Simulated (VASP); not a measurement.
# Si2W (I4/mmm) in VASP: further runs, part 2 of 2

VASP 6.6.1. The steps go on from the part before.

### Step 5. Single point, LDA

Input file INCAR:

```
SYSTEM = Si2W
PREC = Accurate
ENCUT = 520
EDIFF = 1E-7
ISMEAR = 0
SIGMA = 0.1
LREAL = .False.
LASPH = .True.
NELM = 100
ALGO = Normal
ISIF = 2
LWAVE = .False.
LCHARG = .False.
GGA = CA
NBANDS = 18
```

Input file KPOINTS:

```
Automatic mesh
0
Gamma
  18 18 18
  0 0 0
```

Input file POSCAR:

```
Si2W
1.0
   -1.6145299055      1.6145299055      3.9335489453
    1.6145299055     -1.6145299055      3.9335489453
    1.6145299055      1.6145299055     -3.9335489453
Si W
2 1
Direct
    0.3345578117      0.3345578117      0.0000000000
    0.6654421883      0.6654421883      0.0000000000
    0.0000000000      0.0000000000      0.0000000000
```

Run with:

```bash
cat potpaw_LDA.64/Si/POTCAR potpaw_LDA.64/W_sv/POTCAR > POTCAR
mpirun -np 1 vasp_std > vasp.out
```

Run time: 6.3 min. Hardware: 1 thread of AMD EPYC 9R45 (Zen 5), shared host; peak memory 0.41 GiB.

The run converged. Its results:

- Free energy: -27.3198 eV
- Pressure: -8.1 GPa
- Largest force: 0.112 eV/Å
- Band gap on the k mesh: zero (bands 11 and 12 overlap by 1.25 eV)

Forces in eV/Å, atoms in the order of the input:
```
Si   0.000  0.000  0.112
Si   0.000  0.000 -0.112
W    0.000  0.000  0.000
```

Stress tensor (GPa, compression positive):
```
-7.89  0.00  0.00
 0.00 -7.89  0.00
 0.00  0.00 -8.44
```

Levels at points of the mesh, in eV from the Fermi level:
| k point | band 9 | band 10 | band 11 | band 12 | band 13 | band 14 |
| --- | --- | --- | --- | --- | --- | --- |
| (0.00, 0.00, 0.00) | -2.79 | -2.79 | 0.59 | 2.65 | 3.07 | 3.08 |
| (0.50, 0.00, 0.00) | -2.73 | -2.72 | -0.42 | 2.59 | 2.77 | 3.92 |
| (0.50, 0.50, 0.00) | -4.92 | -3.17 | -1.64 | 2.76 | 2.84 | 3.01 |
| (0.50, 0.50, 0.50) | -0.80 | -0.80 | -0.50 | -0.50 | 0.76 | 4.43 |

Caveat: the cell stands under tension; spin-orbit coupling is left out, which moves the levels of the heavy elements.
